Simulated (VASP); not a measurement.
# InP (I-4m2) in VASP: a series of runs

Runs on InP. Level: r2SCAN. Tasks: single point.

Everything below comes from runs of VASP 6.6.1. Logs are shortened: lines on timing, memory, paths and dates and some standing lists are left out, and cuts for length are marked.

### Step 1. The cell of the first run

It takes space group I-4m2 (No. 119, tetragonal). Conventional cell: a = 4.114 Å, b = 4.114 Å, c = 5.996 Å, α = 90.00°, β = 90.00°, γ = 90.00°. In (site symmetry -4m2) has 4 P at 2.55 Å within 3.4 Å. P (site symmetry -4m2) has 4 In at 2.55 Å within 3.4 Å.

### Step 2. Single point, r2SCAN (strain -0.015 along x and y, +0.015 along z)

The input, POSCAR:

```
InP
1.0
    0.0000000000      2.9092653808      2.9978724482
    2.9092653808      0.0000000000      2.9978724482
    2.9092653808      2.9092653808      0.0000000000
In P
1 1
Direct
    0.0000000000      0.0000000000      0.0000000000
    0.7500000000      0.7500000000      0.7500000000
```

The input, INCAR.step1:

```
ALGO = Normal ; EDIFF = 1E-4
ENCUT = 520 ; GGA = PE
ISMEAR = 0 ; LASPH = True
LCHARG = False ; LREAL = False
LWAVE = True ; NBANDS = 16
NELM = 60 ; PREC = Accurate
SIGMA = 0.05
```

The input, INCAR.step2:

```
ALGO = Normal ; EDIFF = 1E-6
ENCUT = 520 ; ISIF = 2
ISMEAR = 0 ; ISTART = 1
LASPH = True ; LCHARG = False
LMIXTAU = True ; LREAL = False
LWAVE = False ; METAGGA = R2SCAN
NBANDS = 16 ; NELM = 60
PREC = Accurate ; SIGMA = 0.05
```

The input, KPOINTS:

```
k-points
0
Gamma
  8 8 8
```

Potentials or basis: VASP PAW PBE potentials, release 64 (In_d, P).

Launch:

```bash
$ cat potpaw_PBE.64/In_d/POTCAR potpaw_PBE.64/P/POTCAR > POTCAR
$ cp INCAR.step1 INCAR
$ mpirun -np 1 vasp_std > vasp.out
$ cp INCAR.step2 INCAR
$ mpirun -np 1 vasp_std > vasp.out
```

OUTCAR:

```text
EDIFF = 1E-6
   ENCUT = 520
   ISIF = 2
   ISMEAR = 0
   ISTART = 1
   LASPH = True
   LREAL = False
   METAGGA = R2SCAN
   NELM = 60
   PREC = Accurate

 ion  position               nearest neighbor table
   1  0.000  0.000  0.000-   2 2.55   2 2.55   2 2.55   2 2.55
   2  0.750  0.750  0.750-   1 2.55   1 2.55   1 2.55   1 2.55

  LATTYP: Found a body centered tetragonal cell.
 ALAT       =     4.1143225581
 C/A-ratio  =     1.4572860566

  Lattice vectors:

 A1 = (  -2.9092653808,   0.0000000000,   2.9978724482)
 A2 = (   2.9092653808,   0.0000000000,   2.9978724482)
 A3 = (   0.0000000000,   2.9092653808,  -2.9978724482)

Analysis of symmetry for initial positions (statically):
=====================================================================
 Subroutine PRICEL returns:
 Original cell was already a primitive cell.

 Routine SETGRP: Setting up the symmetry group for a
 body centered tetragonal supercell.

 Subroutine GETGRP returns: Found  8 space group operations
 (whereof  8 operations were pure point group operations)
 out of a pool of 16 trial point group operations.

The static configuration has the point symmetry D_2d.

Analysis of symmetry for dynamics (positions and initial velocities):
=====================================================================
 Subroutine PRICEL returns:
 Original cell was already a primitive cell.

 Routine SETGRP: Setting up the symmetry group for a
 body centered tetragonal supercell.

 Subroutine GETGRP returns: Found  8 space group operations
 (whereof  8 operations were pure point group operations)
 out of a pool of 16 trial point group operations.

The dynamic configuration has the point symmetry D_2d.

 Subroutine INISYM returns: Found  8 space group operations
 (whereof  8 operations are pure point group operations),
 and found     1 'primitive' translations

----------------------------------------------------------------------------------------

                                     Primitive cell

  volume of cell :      50.7469

  direct lattice vectors                    reciprocal lattice vectors
     0.000000000  2.909265381  2.997872448    -0.171864692  0.171864692  0.166784948
[... 81 lines left out ...]
   LNONCOLLINEAR =      F non collinear calculations
   LSORBIT =      F    spin-orbit coupling
   LASPH  =      T    aspherical Exc in radial PAW
   ENCUT  =  520.0 eV  38.22 Ry    6.18 a.u.   7.77  7.77  7.65*2*pi/ulx,y,z
   NELM   =     60;   NELMIN=  2; NELMDL=  0     # of ELM steps
   EDIFF  = 0.1E-05   stopping-criterion for ELM
   LREAL  =      F    real-space projection
   EDIFFG = 0.1E-04   stopping-criterion for IOM
   NSW    =      0    number of steps for IOM
   IBRION =     -1    ionic relax: 0-MD 1-quasi-New 2-CG
   NFREE  =      0    steps in history (QN), initial steepest desc. (CG)
   ISIF   =      2    stress and relaxation
   ISYM   =      2    0-nonsym 1-usesym 2-fastsym
   POTIM  = 0.5000    time-step for ionic-motion
   TEBEG  =    0.0;   TEEND  =   0.0 temperature during run
   PSTRESS=    0.0 pullay stress
   NELECT =      18.0000    total number of electrons
   NUPDOWN=      -1.0000    fix difference up-down
   EMIN   =  10.00;   EMAX   =-10.00  energy-range for DOS
   EFERMI =   0.00;   METHOD = LEGACY
   ISMEAR =     0;   SIGMA  =   0.05  broadening in eV -4-tet -1-fermi 0-gaus
   EFERMI_NEDOS =   21; number of points for ismear=-14 and -15
   IALGO  =     38    algorithm
   IMIX   =      4    mixing-type and parameters
     AMIX     =   0.40;   BMIX     =  1.00
     AMIX_MAG =   1.60;   BMIX_MAG =  1.00
  volume/ion in A,a.u.               =      25.37       171.23
  Fermi-wavevector in a.u.,A,eV,Ry     =   1.158855  2.189918 18.271871  1.342945
  Thomas-Fermi vector in A             =   2.295453
   LORBIT       =      0    0 simple, 1 ext, 2 COOP (PROOUT), +10 PAW based schemes
   METAGGA = R2SCAN    functional components
   LHFCALC =     F    Hartree Fock is set to
   AEXX    =    0.0000 exact exchange contribution
   IVDW    =     0    specifies the selected vdW correction
   LEPSILON=     F    determine dielectric tensor
   LRPA    =     F    only Hartree local field effects (RPA)
 non-spin polarized calculation
 Gauss-broadening in eV      SIGMA  =   0.05
  energy-cutoff  :      520.00
  volume of cell :       50.75
 maximum number of plane-waves:      1387
   NGX = 15   NGY = 15   NGZ = 15

 number of electron      18.0000004 magnetization

 Free energy of the ion-electron system (eV)
  ---------------------------------------------------
  ext. energy  EPLUGINS =         0.00000000
  ---------------------------------------------------
  free energy    TOTEN  =       -32.29064420 eV

  energy without entropy =      -32.29064420  energy(sigma->0) =      -32.29064420

 E-fermi :   5.2293     XC(G=0):  -9.8439

 val. band max:        4.9734304046   @ k =   0.0000   0.0000   0.0000
 cond. band min:       6.0386357197   @ k =   0.0000   0.0000   0.0000
 fundamental gap:      1.0652053151
 Fermi energy:         5.2292540363

 k-point     1 :       0.0000    0.0000    0.0000
  band No.  band energies     occupation
      1      -9.7271      2.00000
      2      -9.7135      2.00000
      3      -9.7135      2.00000
      4      -9.5460      2.00000
      5      -9.5419      2.00000
      6      -7.0181      2.00000
[... 433 lines left out ...]
      3      -9.6696      2.00000
      4      -9.5546      2.00000
      5      -9.5249      2.00000
      6      -5.7089      2.00000
[... 8 lines left out ...]
     15      15.3671      0.00000
     16      15.6742      0.00000

 [... further k-points ...]

------------------------ aborting loop because EDIFF is reached ----------------------------------------

  FORCE on cell =-STRESS in cart. coord.  units (eV):
  Direction    XX          YY          ZZ          XY          YZ          ZX
  --------------------------------------------------------------------------------------
  -------------------------------------------------------------------------------------
  Total        0.4501158      0.4501158     -0.0003332      0.0000000      0.0000000      0.0000000
  in kB       14.2110110     14.2110110     -0.0105190      0.0000000      0.0000000      0.0000000
  external PRESSURE =       9.4705010 kB  Pullay stress =       0.0000000 kB

 VOLUME and BASIS-vectors are now :
 -----------------------------------------------------------------------------
  energy-cutoff  :      520.00
  volume of cell :       50.75
      direct lattice vectors                 reciprocal lattice vectors
     0.000000000  2.909265381  2.997872448    -0.171864692  0.171864692  0.166784948
     2.909265381  0.000000000  2.997872448     0.171864692 -0.171864692  0.166784948
     2.909265381  2.909265381  0.000000000     0.171864692  0.171864692 -0.166784948

 POSITION                                       TOTAL-FORCE (eV/Angst)
 -----------------------------------------------------------------------------------
      0.00000      0.00000      0.00000         0.000000      0.000000      0.000000
      4.36390      4.36390      4.49681        -0.000000     -0.000000     -0.000000
 -----------------------------------------------------------------------------------
    total drift:                                0.000005      0.000005     -0.000004

  FREE ENERGIE OF THE ION-ELECTRON SYSTEM (eV)
  ---------------------------------------------------
  free  energy   TOTEN  =       -32.2906441971 eV

  energy  without entropy=      -32.2906441971  energy(sigma->0) =      -32.29064420
```

OUTCAR.step1:

```text
EDIFF = 1E-4
   ENCUT = 520
   GGA = PE
   ISMEAR = 0
   LASPH = True
[... 677 lines left out ...]
 -----------------------------------------------------------------------------------
      0.00000      0.00000      0.00000         0.000000      0.000000      0.000000
      4.36390      4.36390      4.49681        -0.000000     -0.000000     -0.000000
 -----------------------------------------------------------------------------------
    total drift:                                0.000000      0.000000      0.000000

  FREE ENERGIE OF THE ION-ELECTRON SYSTEM (eV)
  ---------------------------------------------------
  free  energy   TOTEN  =        -8.3846076237 eV

  energy  without entropy=       -8.3846076237  energy(sigma->0) =       -8.38460762
```

It took 75 s on 1 thread of Intel Xeon Platinum 8559C (Emerald Rapids), shared host; peak memory 0.21 GiB.

What came out:

| Property | Result |
| --- | --- |
| Free energy | -32.2906 eV |
| Pressure | 0.9 GPa |
| Band gap on the k mesh | 1.07 eV |

Stress tensor (GPa, compression positive):
```
1.42 0.00 0.00
0.00 1.42 0.00
0.00 0.00 0.00
```

Caveat: the cell differs from its parent crystal (strain -0.015 along x and y, +0.015 along z); the PAW data sets were made with another functional, which shifts forces and pressure a little; spin-orbit coupling is left out, which moves the levels of the heavy elements.

### Step 3. Single point, r2SCAN (strain -0.015 along x and y, +0.030 along z)

The input, POSCAR:

```
InP
1.0
    0.0000000000      2.9092653808      3.0421759819
    2.9092653808      0.0000000000      3.0421759819
    2.9092653808      2.9092653808      0.0000000000
In P
1 1
Direct
    0.0000000000      0.0000000000      0.0000000000
    0.7500000000      0.7500000000      0.7500000000
```

The input, INCAR.step1:

```
PREC = Accurate
ENCUT = 520
ISMEAR = 0
SIGMA = 0.05
LREAL = False
LASPH = True
NELM = 100
NBANDS = 16
GGA = PE
ALGO = Normal
EDIFF = 1E-4
LWAVE = True
LCHARG = False
```

The input, INCAR.step2:

```
PREC = Accurate
ENCUT = 520
EDIFF = 1E-6
ISMEAR = 0
SIGMA = 0.05
LREAL = False
LASPH = True
NELM = 100
ALGO = Normal
ISIF = 2
LWAVE = False
LCHARG = False
METAGGA = R2SCAN
LMIXTAU = True
NBANDS = 16
ISTART = 1
```

The input, KPOINTS:

```
regular mesh
0
Gamma
  8 8 8
```

Potentials or basis: VASP PAW PBE potentials, release 64 (In_d, P).

Launch:

```bash
$ cat potpaw_PBE.64/In_d/POTCAR potpaw_PBE.64/P/POTCAR > POTCAR
$ cp INCAR.step1 INCAR
$ mpirun -np 1 vasp_std > vasp.out
$ cp INCAR.step2 INCAR
$ mpirun -np 1 vasp_std > vasp.out
```

It took 73 s on 1 thread of Intel Xeon Platinum 8559C (Emerald Rapids), shared host; peak memory 0.21 GiB.

It converged, with:

```
Free energy            : -32.2872 eV
Pressure               : -0.1 GPa
Band gap on the k mesh : 0.95 eV
```

Stress tensor (GPa, compression positive):
```
 0.62  0.00  0.00
 0.00  0.62  0.00
 0.00  0.00 -1.58
```

Levels at points of the mesh, in eV from the valence-band top:
| k point | band 7 | band 8 | band 9 | band 10 | band 11 | band 12 |
| --- | --- | --- | --- | --- | --- | --- |
| (0.00, 0.00, 0.00) | -0.23 | 0.00 | 0.00 | 0.95 | 4.35 | 4.35 |
| (0.50, 0.00, 0.00) | -5.83 | -1.20 | -0.89 | 1.69 | 4.97 | 5.24 |
| (0.50, 0.50, 0.00) | -6.04 | -2.23 | -2.23 | 2.15 | 2.75 | 9.35 |
| (0.50, 0.00, 0.50) | -5.75 | -2.50 | -2.48 | 1.89 | 2.33 | 9.77 |

Caveat: the cell differs from its parent crystal (strain -0.015 along x and y, +0.030 along z); the PAW data sets were made with another functional, which shifts forces and pressure a little; spin-orbit coupling is left out, which moves the levels of the heavy elements.

### Step 4. Single point, r2SCAN (strain +0.000 along x and y, +0.015 along z)

The input, POSCAR:

```
InP
1.0
    0.0000000000      2.9535689145      2.9978724482
    2.9535689145      0.0000000000      2.9978724482
    2.9535689145      2.9535689145      0.0000000000
In P
1 1
Direct
    0.0000000000      0.0000000000      0.0000000000
    0.7500000000      0.7500000000      0.7500000000
```

The input, INCAR.step1:

```
PREC = Accurate
ENCUT = 520
ISMEAR = 0
SIGMA = 0.05
LREAL = F
LASPH = T
NELM = 60
NBANDS = 16
GGA = PE
ALGO = Normal
EDIFF = 1E-4
LWAVE = T
LCHARG = F
```

The input, INCAR.step2:

```
PREC = Accurate
ENCUT = 520
EDIFF = 1E-6
ISMEAR = 0
SIGMA = 0.05
LREAL = F
LASPH = T
NELM = 60
ALGO = Normal
ISIF = 2
LWAVE = F
LCHARG = F
METAGGA = R2SCAN
LMIXTAU = T
NBANDS = 16
ISTART = 1
```

The input, KPOINTS:

```
Automatic mesh
0
Gamma
  8 8 8
```

Launch:

```bash
$ cat potpaw_PBE.64/In_d/POTCAR potpaw_PBE.64/P/POTCAR > POTCAR
$ cp INCAR.step1 INCAR
$ mpirun -np 1 vasp_std > vasp.out
$ cp INCAR.step2 INCAR
$ mpirun -np 1 vasp_std > vasp.out
```

It took 68 s on 1 thread of Intel Xeon Platinum 8559C (Emerald Rapids), shared host; peak memory 0.21 GiB.

The run converged. Its results:

* Free energy: -32.2935 eV
* Pressure: -1.1 GPa
* Band gap on the k mesh: 0.92 eV

Stress tensor (GPa, compression positive):
```
-0.86  0.00  0.00
 0.00 -0.86  0.00
 0.00  0.00 -1.56
```

Levels at points of the mesh, in eV from the valence-band top:
| k point | band 5 | band 6 | band 7 | band 8 | band 9 | band 10 | band 11 | band 12 | band 13 | band 14 |
| --- | --- | --- | --- | --- | --- | --- | --- | --- | --- | --- |
| (0.00, 0.00, 0.00) | -14.45 | -11.76 | -0.07 | 0.00 | 0.00 | 0.92 | 4.41 | 4.41 | 4.43 | 8.90 |
| (0.50, 0.00, 0.00) | -14.44 | -10.08 | -5.70 | -1.03 | -0.93 | 1.73 | 5.08 | 5.18 | 7.44 | 9.87 |
| (0.50, 0.50, 0.00) | -14.42 | -9.48 | -5.79 | -2.25 | -2.25 | 2.10 | 2.61 | 9.50 | 10.03 | 10.03 |
| (0.50, 0.00, 0.50) | -14.42 | -9.43 | -5.70 | -2.33 | -2.33 | 2.02 | 2.47 | 9.65 | 9.96 | 10.05 |

Caveat: the cell differs from its parent crystal (strain +0.000 along x and y, +0.015 along z); the PAW data sets were made with another functional, which shifts forces and pressure a little; spin-orbit coupling is left out, which moves the levels of the heavy elements.

### Step 5. Single point, r2SCAN (strain +0.000 along x and y, +0.030 along z)

The input, POSCAR:

```
InP
1.0
    0.0000000000      2.9535689145      3.0421759819
    2.9535689145      0.0000000000      3.0421759819
    2.9535689145      2.9535689145      0.0000000000
In P
1 1
Direct
    0.0000000000      0.0000000000      0.0000000000
    0.7500000000      0.7500000000      0.7500000000
```

The input, INCAR.step1:

```
SYSTEM = InP
PREC = Accurate ; ENCUT = 520
ISMEAR = 0 ; SIGMA = 0.05
LREAL = .FALSE. ; LASPH = .TRUE.
NELM = 100 ; NBANDS = 16
GGA = PE ; ALGO = Normal
EDIFF = 1E-4 ; LWAVE = .TRUE.
LCHARG = .FALSE.
```

The input, INCAR.step2:

```
SYSTEM = InP
PREC = Accurate ; ENCUT = 520
EDIFF = 1E-6 ; ISMEAR = 0
SIGMA = 0.05 ; LREAL = .FALSE.
LASPH = .TRUE. ; NELM = 100
ALGO = Normal ; ISIF = 2
LWAVE = .FALSE. ; LCHARG = .FALSE.
METAGGA = R2SCAN ; LMIXTAU = .TRUE.
NBANDS = 16 ; ISTART = 1
```

The input, KPOINTS:

```
Automatic mesh
0
G
  8 8 8
  0 0 0
```

Launch:

```bash
$ cat potpaw_PBE.64/In_d/POTCAR potpaw_PBE.64/P/POTCAR > POTCAR
$ cp INCAR.step1 INCAR
$ mpirun -np 1 vasp_std > vasp.out
$ cp INCAR.step2 INCAR
$ mpirun -np 1 vasp_std > vasp.out
```

Run time: 68 s. Hardware: 1 thread of Intel Xeon Platinum 8559C (Emerald Rapids), shared host; peak memory 0.21 GiB.

Results (log left out):

```
Free energy            : -32.2828 eV
Pressure               : -2.0 GPa
Band gap on the k mesh : 0.80 eV
```

Stress tensor (GPa, compression positive):
```
-1.53  0.00  0.00
 0.00 -1.53  0.00
 0.00  0.00 -2.96
```

Levels at points of the mesh, in eV from the valence-band top:
```tsv
k point	band 6	band 7	band 8	band 9	band 10	band 11	band 12	band 13
(0.00, 0.00, 0.00)	-11.69	-0.15	0.00	0.00	0.80	4.37	4.37	4.43
(0.50, 0.00, 0.00)	-10.06	-5.65	-1.08	-0.88	1.66	5.02	5.20	7.38
(0.50, 0.50, 0.00)	-9.50	-5.81	-2.17	-2.17	2.15	2.67	9.29	9.90
(0.50, 0.00, 0.50)	-9.41	-5.63	-2.34	-2.33	1.99	2.40	9.56	9.75
```

Caveat: the cell differs from its parent crystal (strain +0.000 along x and y, +0.030 along z); the PAW data sets were made with another functional, which shifts forces and pressure a little; spin-orbit coupling is left out, which moves the levels of the heavy elements.

### Step 6. Summary

| cell | gap on the mesh (eV) | pressure (GPa) |
| --- | --- | --- |
| a = 4.177, b = 4.177, c = 4.114 Å, angles 60.5, 60.5, 59.0°, 2 atoms | 1.07 | 0.9 |
| a = 4.209, b = 4.209, c = 4.114 Å, angles 60.7, 60.7, 58.5°, 2 atoms | 0.95 | -0.1 |
| a = 4.208, b = 4.208, c = 4.177 Å, angles 60.2, 60.2, 59.5°, 2 atoms | 0.92 | -1.1 |
| a = 4.240, b = 4.240, c = 4.177 Å, angles 60.5, 60.5, 59.0°, 2 atoms | 0.80 | -2.0 |

Alike in all rows: task single point; level r2SCAN; potentials or basis VASP PAW PBE potentials, release 64 (In_d, P); no spin polarisation; k mesh 8 × 8 × 8; cutoff (eV) 520; smearing gaussian 0.05 eV.

Caveats: the PAW data sets were made with another functional, which shifts forces and pressure a little; spin-orbit coupling is left out, which moves the levels of the heavy elements.

Total energies depend on the potentials used, so only differences within one code and one set of settings carry meaning.
